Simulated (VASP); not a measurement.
# MgS (Fm-3m) in VASP: notebook

The runs below take MgS through vibrations by perturbation theory, phonons, with PBEsol, PBEsol+D3(BJ).

All numbers are computed with VASP 6.6.1; they aren't measurements. Logs are shortened: lines on timing, memory, paths and dates and some standing lists are left out, and cuts for length are marked.

### 1 The cell of the first run

Symmetry: Fm-3m, No. 225, cubic system. Conventional cell: a = 5.182 Å, b = 5.182 Å, c = 5.182 Å, α = 90.00°, β = 90.00°, γ = 90.00°. Within 3.4 Å of Mg (site symmetry m-3m) lie 6 S at 2.59 Å. Within 3.4 Å of S (site symmetry m-3m) lie 6 Mg at 2.59 Å.

### 2 Vibrations by perturbation theory, PBEsol

The input, INCAR:

```
SYSTEM = MgS
  PREC = Accurate
  ENCUT = 520
  EDIFF = 1E-8
  ISMEAR = 0
  SIGMA = 0.01
  LREAL = .FALSE.
  LASPH = .TRUE.
  NELM = 60
  ALGO = Normal
  ISIF = 2
  LWAVE = .FALSE.
  LCHARG = .TRUE.
  GGA = PS
  NBANDS = 11
  IBRION = 8
  NSW = 1
```

The input, KPOINTS:

```
Automatic mesh
0
G
  8 8 8
  0 0 0
```

The input, POSCAR:

```
MgS
1.0
    0.0000000000      2.5909610342      2.5909610342
    2.5909610342      0.0000000000      2.5909610342
    2.5909610342      2.5909610342      0.0000000000
Mg S
1 1
Direct
    0.0000000000      0.0000000000      0.0000000000
    0.5000000000      0.5000000000      0.5000000000
```

Potentials or basis: VASP PAW PBE potentials, release 64 (Mg, S).

On the command line:

```console
$ cat potpaw_PBE.64/Mg/POTCAR potpaw_PBE.64/S/POTCAR > POTCAR
$ mpirun -np 1 vasp_std > vasp.out
```

OUTCAR:

```text
SYSTEM = MgS
   PREC = Accurate
   ENCUT = 520
   EDIFF = 1E-8
   ISMEAR = 0
   LREAL = .FALSE.
   LASPH = .TRUE.
   NELM = 60
   ISIF = 2
   GGA = PS
   IBRION = 8
   NSW = 1

 ion  position               nearest neighbor table
   1  0.000  0.000  0.000-   2 2.59   2 2.59   2 2.59   2 2.59   2 2.59   2 2.59
   2  0.500  0.500  0.500-   1 2.59   1 2.59   1 2.59   1 2.59   1 2.59   1 2.59

  LATTYP: Found a face centered cubic cell.
 ALAT       =     5.1819220684

  Lattice vectors:

 A1 = (   0.0000000000,   2.5909610342,   2.5909610342)
 A2 = (   2.5909610342,   0.0000000000,   2.5909610342)
 A3 = (   2.5909610342,   2.5909610342,   0.0000000000)

Analysis of symmetry for initial positions (statically):
=====================================================================
 Subroutine PRICEL returns:
 Original cell was already a primitive cell.

 Routine SETGRP: Setting up the symmetry group for a
 face centered cubic supercell.

 Subroutine GETGRP returns: Found 48 space group operations
 (whereof 48 operations were pure point group operations)
 out of a pool of 48 trial point group operations.

The static configuration has the point symmetry O_h .

Analysis of symmetry for dynamics (positions and initial velocities):
=====================================================================
 Subroutine PRICEL returns:
 Original cell was already a primitive cell.

 Routine SETGRP: Setting up the symmetry group for a
 face centered cubic supercell.

 Subroutine GETGRP returns: Found 48 space group operations
 (whereof 48 operations were pure point group operations)
 out of a pool of 48 trial point group operations.

The dynamic configuration has the point symmetry O_h .

 Subroutine INISYM returns: Found 48 space group operations
 (whereof 48 operations are pure point group operations),
 and found     1 'primitive' translations

----------------------------------------------------------------------------------------

                                     Primitive cell

  volume of cell :      34.7867

  direct lattice vectors                    reciprocal lattice vectors
     0.000000000  2.590961034  2.590961034    -0.192978587  0.192978587  0.192978587
     2.590961034  0.000000000  2.590961034     0.192978587 -0.192978587  0.192978587
     2.590961034  2.590961034  0.000000000     0.192978587  0.192978587 -0.192978587

  length of vectors
     3.664172234  3.664172234  3.664172234     0.334248718  0.334248718  0.334248718

  position of ions in fractional coordinates (direct lattice)
     0.000000000  0.000000000  0.000000000
     0.500000000  0.500000000  0.500000000

  ion indices of the primitive-cell ions
   primitive index   ion index
                 1           1
                 2           2

----------------------------------------------------------------------------------------

 KPOINTS: Automatic mesh

Automatic generation of k-mesh.
 Grid dimensions read from file:
 generate k-points for:    8    8    8

 Generating k-lattice:

  Cartesian coordinates                     Fractional coordinates (reciprocal lattice)
    -0.024122323  0.024122323  0.024122323     0.125000000  0.000000000  0.000000000
     0.024122323 -0.024122323  0.024122323     0.000000000  0.125000000  0.000000000
     0.024122323  0.024122323 -0.024122323     0.000000000  0.000000000  0.125000000

  Length of vectors
     0.041781090  0.041781090  0.041781090

  Shift w.r.t. Gamma in fractional coordinates (k-lattice)
[... 82 lines left out ...]
   LRPA    =     F    only Hartree local field effects (RPA)
 non-spin polarized calculation
 Gauss-broadening in eV      SIGMA  =   0.01
  energy-cutoff  :      520.00
  volume of cell :       34.79
 maximum number of plane-waves:       960
   NGX = 13   NGY = 13   NGZ = 13

--------------------------------------- Ionic step        1  -------------------------------------------

 number of electron       7.9999999 magnetization

 Free energy of the ion-electron system (eV)
  ---------------------------------------------------
  ext. energy  EPLUGINS =         0.00000000
  ---------------------------------------------------
  free energy    TOTEN  =        -9.07505855 eV

  energy without entropy =       -9.07505855  energy(sigma->0) =       -9.07505855

 E-fermi :   3.8587     XC(G=0):  -9.8878

 val. band max:        3.7862890624   @ k =   0.0000   0.0000   0.0000
 cond. band min:       6.5160935779   @ k =   0.5000   0.5000   0.0000
 fundamental gap:      2.7298045155
 Fermi energy:         3.8586551624

 k-point     1 :       0.0000    0.0000    0.0000
  band No.  band energies     occupation
      1      -8.9684      2.00000
      2       3.7863      2.00000
      3       3.7863      2.00000
      4       3.7863      2.00000
      5       7.4766      0.00000
      6      11.6326      0.00000
      7      11.6326      0.00000
      8      11.6326      0.00000
      9      14.1114      0.00000
     10      14.1114      0.00000
     11      16.1118      0.00000
[... 309 lines left out ...]
 k-point    24 :      -0.3750    0.2500    0.1250
  band No.  band energies     occupation
      1      -7.4060      2.00000
      2      -0.6404      2.00000
      3       1.5714      2.00000
      4       2.5941      2.00000
      5       9.3188      0.00000
      6       9.8014      0.00000
      7      12.1718      0.00000
      8      13.1771      0.00000
      9      16.0020      0.00000
     10      17.1060      0.00000
     11      19.2798      0.00000

 [... further k-points ...]

------------------------ aborting loop because EDIFF is reached ----------------------------------------

  FORCE on cell =-STRESS in cart. coord.  units (eV):
  Direction    XX          YY          ZZ          XY          YZ          ZX
  --------------------------------------------------------------------------------------
  -------------------------------------------------------------------------------------
  Total       -0.0415379     -0.0415379     -0.0415379     -0.0000000     -0.0000000      0.0000000
  in kB       -1.9131203     -1.9131203     -1.9131203     -0.0000000     -0.0000000      0.0000000
  external PRESSURE =      -1.9131203 kB  Pullay stress =       0.0000000 kB

 VOLUME and BASIS-vectors are now :
 -----------------------------------------------------------------------------
  energy-cutoff  :      520.00
  volume of cell :       34.79
      direct lattice vectors                 reciprocal lattice vectors
     0.000000000  2.590961034  2.590961034    -0.192978587  0.192978587  0.192978587
     2.590961034  0.000000000  2.590961034     0.192978587 -0.192978587  0.192978587
     2.590961034  2.590961034  0.000000000     0.192978587  0.192978587 -0.192978587

 POSITION                                       TOTAL-FORCE (eV/Angst)
 -----------------------------------------------------------------------------------
      0.00000      0.00000      0.00000         0.000000      0.000000      0.000000
      2.59096      2.59096      2.59096        -0.000000     -0.000000     -0.000000
 -----------------------------------------------------------------------------------
    total drift:                                0.000000      0.000000      0.000000

  FREE ENERGIE OF THE ION-ELECTRON SYSTEM (eV)
  ---------------------------------------------------
  free  energy   TOTEN  =        -9.0750585489 eV

  energy  without entropy=       -9.0750585489  energy(sigma->0) =       -9.07505855

[... ionic steps 2 to 3 ...]

--------------------------------------- Ionic step        4  -------------------------------------------

------------------------ aborting loop because EDIFF is reached ----------------------------------------

[... ionic steps 5 to 6 ...]

--------------------------------------- Ionic step        7  -------------------------------------------

 Free energy of the ion-electron system (eV)
  ---------------------------------------------------
  ---------------------------------------------------
  free energy    TOTEN  =        -0.10609436 eV

  energy without entropy =       -0.10609436

------------------------ aborting loop because EDIFF is reached ----------------------------------------

 INTERNAL STRAIN TENSOR  FOR ION    2  DIRECTION 1   (eV/Angst):
 -----------------------------------------------------------------------------
    -0.01298 -0.00000  0.00000
    -0.00000  0.01569  0.00000
     0.00000  0.00000  0.01569

 INTERNAL STRAIN TENSOR FOR ION    2 for displacements in x,y,z  (eV/Angst):
          X           Y           Z          XY          YZ          ZX
  --------------------------------------------------------------------------------
  x     0.00000     0.00000     0.00000     0.00000     0.00000     0.00000
  y     0.00000     0.00000     0.00000     0.00000     0.00000     0.00000
  z     0.00000     0.00000     0.00000     0.00000     0.00000     0.00000

 SECOND DERIVATIVES (NOT SYMMETRIZED)
 ------------------------------------
               1X          1Y          1Z          2X          2Y          2Z
  1X    -2.998973    0.000000    0.000000    2.998973    0.000000    0.000000
  1Y     0.000000   -2.998973    0.000000    0.000000    2.998973    0.000000
  1Z     0.000000    0.000000   -2.998973    0.000000    0.000000    2.998973
  2X     2.998426    0.000000    0.000000   -2.998426    0.000000    0.000000
  2Y     0.000000    2.998426    0.000000    0.000000   -2.998426    0.000000
  2Z     0.000000    0.000000    2.998426    0.000000    0.000000   -2.998426

 Eigenvectors and eigenvalues of the dynamical matrix
 ----------------------------------------------------

   1 f  =    7.280775 THz    45.746457 2PiTHz  242.860507 cm-1    30.110852 meV
             X         Y         Z           dx          dy          dz
      0.000000  0.000000  0.000000    -0.754244   -0.000000    0.000000
      2.590961  2.590961  2.590961     0.656595    0.000000    0.000000
[... 21 lines left out ...]
   6 f/i=    0.000329 THz     0.002069 2PiTHz    0.010986 cm-1     0.001362 meV
             X         Y         Z           dx          dy          dz
      0.000000  0.000000  0.000000    -0.031153   -0.116691   -0.645391
      2.590961  2.590961  2.590961    -0.035786   -0.134046   -0.741373

--------------------------------------------------------------------------------------------------------

 ELASTIC MODULI CONTR FROM IONIC RELAXATION (kBar)
 Direction    XX          YY          ZZ          XY          YZ          ZX
 --------------------------------------------------------------------------------
 XX           0.0000      0.0000      0.0000      0.0000      0.0000      0.0000
 YY           0.0000      0.0000      0.0000      0.0000      0.0000      0.0000
 ZZ           0.0000      0.0000      0.0000      0.0000      0.0000      0.0000
 XY           0.0000      0.0000      0.0000      0.0000      0.0000      0.0000
 YZ           0.0000      0.0000      0.0000      0.0000      0.0000      0.0000
 ZX           0.0000      0.0000      0.0000      0.0000      0.0000      0.0000
 --------------------------------------------------------------------------------
```

Run time: 2.7 min. Hardware: 1 thread of Intel Xeon 8259CL, shared host; peak memory 0.21 GiB.

What came out:

```
Highest phonon frequency at Γ, LO-TO splitting left out : 243 cm⁻¹
```

Phonon frequencies in cm⁻¹ (negative: imaginary):
| q point | frequencies |
| --- | --- |
| (0.000, 0.000, 0.000) | 0 0 0 243 243 243 |

Caveat: the PAW data sets were made with another functional, which shifts forces and pressure a little.

### 3 Vibrations by perturbation theory, PBEsol (17.74 Å³/atom)

This run uses another cell than the first one, of 17.74 Å³/atom.

The input, INCAR:

```
PREC = Accurate ; ENCUT = 520
EDIFF = 1E-8 ; ISMEAR = 0
SIGMA = 0.01 ; LREAL = F
LASPH = T ; NELM = 60
ALGO = Normal ; ISIF = 2
LWAVE = F ; LCHARG = F
GGA = PS ; NBANDS = 11
IBRION = 8 ; NSW = 1
```

The input, KPOINTS:

```
regular mesh
0
Gamma
  8 8 8
```

The input, POSCAR:

```
MgS
1.0
    0.0000000000      2.6081202166      2.6081202166
    2.6081202166      0.0000000000      2.6081202166
    2.6081202166      2.6081202166      0.0000000000
Mg S
1 1
Direct
    0.0000000000      0.0000000000      0.0000000000
    0.5000000000      0.5000000000      0.5000000000
```

Potentials or basis: VASP PAW PBE potentials, release 64 (Mg, S).

On the command line:

```console
$ cat potpaw_PBE.64/Mg/POTCAR potpaw_PBE.64/S/POTCAR > POTCAR
$ mpirun -np 1 vasp_std > vasp.out
```

OUTCAR:

```text
PREC = Accurate
   ENCUT = 520
   EDIFF = 1E-8
   ISMEAR = 0
   LREAL = F
   LASPH = T
   NELM = 60
   ISIF = 2
   GGA = PS
   IBRION = 8
   NSW = 1

 ion  position               nearest neighbor table
   1  0.000  0.000  0.000-   2 2.61   2 2.61   2 2.61   2 2.61   2 2.61   2 2.61
   2  0.500  0.500  0.500-   1 2.61   1 2.61   1 2.61   1 2.61   1 2.61   1 2.61

  LATTYP: Found a face centered cubic cell.
 ALAT       =     5.2162404332

  Lattice vectors:

 A1 = (   0.0000000000,   2.6081202166,   2.6081202166)
 A2 = (   2.6081202166,   0.0000000000,   2.6081202166)
 A3 = (   2.6081202166,   2.6081202166,   0.0000000000)

Analysis of symmetry for initial positions (statically):
=====================================================================
 Subroutine PRICEL returns:
 Original cell was already a primitive cell.

 Routine SETGRP: Setting up the symmetry group for a
 face centered cubic supercell.

 Subroutine GETGRP returns: Found 48 space group operations
 (whereof 48 operations were pure point group operations)
 out of a pool of 48 trial point group operations.

The static configuration has the point symmetry O_h .

Analysis of symmetry for dynamics (positions and initial velocities):
=====================================================================
 Subroutine PRICEL returns:
 Original cell was already a primitive cell.

 Routine SETGRP: Setting up the symmetry group for a
 face centered cubic supercell.

 Subroutine GETGRP returns: Found 48 space group operations
 (whereof 48 operations were pure point group operations)
 out of a pool of 48 trial point group operations.

[... 519 lines left out ...]
    total drift:                                0.000000      0.000000      0.000000

  FREE ENERGIE OF THE ION-ELECTRON SYSTEM (eV)
  ---------------------------------------------------
  free  energy   TOTEN  =        -9.0710970909 eV

  energy  without entropy=       -9.0710970909  energy(sigma->0) =       -9.07109709

[... ionic steps 2 to 3 ...]

--------------------------------------- Ionic step        4  -------------------------------------------

------------------------ aborting loop because EDIFF is reached ----------------------------------------

[... ionic steps 5 to 6 ...]

--------------------------------------- Ionic step        7  -------------------------------------------

 Free energy of the ion-electron system (eV)
  ---------------------------------------------------
  ---------------------------------------------------
  free energy    TOTEN  =        -0.10615403 eV

  energy without entropy =       -0.10615403

------------------------ aborting loop because EDIFF is reached ----------------------------------------

 INTERNAL STRAIN TENSOR  FOR ION    2  DIRECTION 1   (eV/Angst):
 -----------------------------------------------------------------------------
    -0.01266  0.00000  0.00000
    -0.00000  0.01547 -0.00000
     0.00000 -0.00000  0.01547

 INTERNAL STRAIN TENSOR FOR ION    2 for displacements in x,y,z  (eV/Angst):
          X           Y           Z          XY          YZ          ZX
  --------------------------------------------------------------------------------
  x     0.00000     0.00000     0.00000     0.00000     0.00000     0.00000
  y     0.00000     0.00000     0.00000     0.00000     0.00000     0.00000
  z     0.00000     0.00000     0.00000     0.00000     0.00000     0.00000

 SECOND DERIVATIVES (NOT SYMMETRIZED)
 ------------------------------------
               1X          1Y          1Z          2X          2Y          2Z
  1X    -2.672402    0.000000    0.000000    2.672402    0.000000    0.000000
  1Y     0.000000   -2.672402    0.000000    0.000000    2.672402    0.000000
  1Z     0.000000    0.000000   -2.672402    0.000000    0.000000    2.672402
  2X     2.673628    0.000000    0.000000   -2.673628    0.000000    0.000000
  2Y     0.000000    2.673628    0.000000    0.000000   -2.673628    0.000000
  2Z     0.000000    0.000000    2.673628    0.000000    0.000000   -2.673628

 Eigenvectors and eigenvalues of the dynamical matrix
 ----------------------------------------------------

   1 f  =    6.873884 THz    43.189890 2PiTHz  229.288106 cm-1    28.428089 meV
             X         Y         Z           dx          dy          dz
      0.000000  0.000000  0.000000     0.000000    0.754139    0.000000
      2.608120  2.608120  2.608120     0.000000   -0.656714    0.000000
[... 21 lines left out ...]
   6 f/i=    0.000780 THz     0.004902 2PiTHz    0.026025 cm-1     0.003227 meV
             X         Y         Z           dx          dy          dz
      0.000000  0.000000  0.000000     0.000000    0.000000   -0.656714
      2.608120  2.608120  2.608120     0.000000    0.000000   -0.754139

--------------------------------------------------------------------------------------------------------

 ELASTIC MODULI CONTR FROM IONIC RELAXATION (kBar)
 Direction    XX          YY          ZZ          XY          YZ          ZX
 --------------------------------------------------------------------------------
 XX           0.0000      0.0000      0.0000      0.0000      0.0000      0.0000
 YY           0.0000      0.0000      0.0000      0.0000      0.0000      0.0000
 ZZ           0.0000      0.0000      0.0000      0.0000      0.0000      0.0000
 XY           0.0000      0.0000      0.0000      0.0000      0.0000      0.0000
 YZ           0.0000      0.0000      0.0000      0.0000      0.0000      0.0000
 ZX           0.0000      0.0000      0.0000      0.0000      0.0000      0.0000
 --------------------------------------------------------------------------------
```

Wall time 2.4 min (1 thread of Intel Xeon 8259CL, shared host); peak memory 0.22 GiB.

Results:

```
Highest phonon frequency at Γ, LO-TO splitting left out : 229 cm⁻¹
```

Phonon frequencies in cm⁻¹ (negative: imaginary):
| q point | frequencies |
| --- | --- |
| (0.000, 0.000, 0.000) | 0 0 0 229 229 229 |

Caveat: the cell stands under pressure or tension, which shifts response properties; the PAW data sets were made with another functional, which shifts forces and pressure a little.

(Part 1 of 2 ends here.)
